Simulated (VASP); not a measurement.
CdSe: single point with PBE

The system is CdSe.

```xyz
4
Lattice="4.2985 0.0000 0.0000 -2.1492 3.7226 0.0000 0.0000 0.0000 7.0152" Properties=species:S:1:pos:R:3 pbc="T T T"
Cd    2.1492    1.5409    0.1500
Cd    0.0000    2.4817    3.5076
Se    2.1492    1.2409    2.6307
Se    0.0000    2.4817    6.1383
```

This cell differs from its parent crystal: atom 1 (Cd) moved by (+0.300, +0.150) A along y and z.

```
Program             : VASP 6.6.1
Task                : single point
Functional          : PBE
Potentials or basis : VASP PAW PBE potentials, release 64 (Cd, Se)
Cutoff              : 520 eV
k mesh              : 6 × 6 × 4
Occupations         : gaussian, width 0.05 eV
Spin                : no spin polarisation
```

- Pressure: 4.1 GPa
- Largest force: 1.098 eV/Å
- Band gap on the k mesh: 0.56 eV, direct

Forces in eV/Å, atoms in the order of the input:
```
Cd   0.000 -0.661 -0.877
Cd   0.000 -0.059  0.197
Se   0.000 -0.059  0.739
Se   0.000  0.779 -0.059
```

Stress tensor (GPa, compression positive):
```
 4.64  0.00  0.00
 0.00  1.88 -1.27
 0.00 -1.27  5.84
```

Levels at points of the mesh, in eV from the valence-band top:
| k point | band 16 | band 17 | band 18 | band 19 | band 20 | band 21 |
| --- | --- | --- | --- | --- | --- | --- |
| (0.00, 0.00, 0.00) | -0.21 | -0.13 | 0.00 | 0.56 | 2.28 | 5.63 |
| (0.50, 0.00, 0.00) | -1.95 | -1.67 | -0.66 | 3.01 | 3.51 | 4.53 |
| (0.00, 0.50, 0.00) | -2.06 | -1.36 | -0.73 | 2.96 | 3.08 | 4.55 |
| (0.00, 0.00, 0.50) | -0.72 | -0.51 | -0.13 | 2.13 | 2.60 | 5.54 |
| (0.50, 0.00, 0.50) | -1.66 | -1.47 | -1.00 | 2.62 | 2.99 | 4.62 |
| (0.00, 0.50, 0.50) | -1.55 | -1.39 | -1.24 | 2.50 | 2.85 | 4.63 |

Run time: 72 s on 1 thread of Intel(R) Xeon(R) Platinum 8488C (Sapphire Rapids), on a shared host, peak memory 0.29 GiB.

Caveat: the cell differs from its parent crystal (atom 1 (Cd) moved by (+0.300, +0.150) A along y and z); forces of over 1 eV/Å act on the atoms, so gaps and moduli don't describe the material at rest.
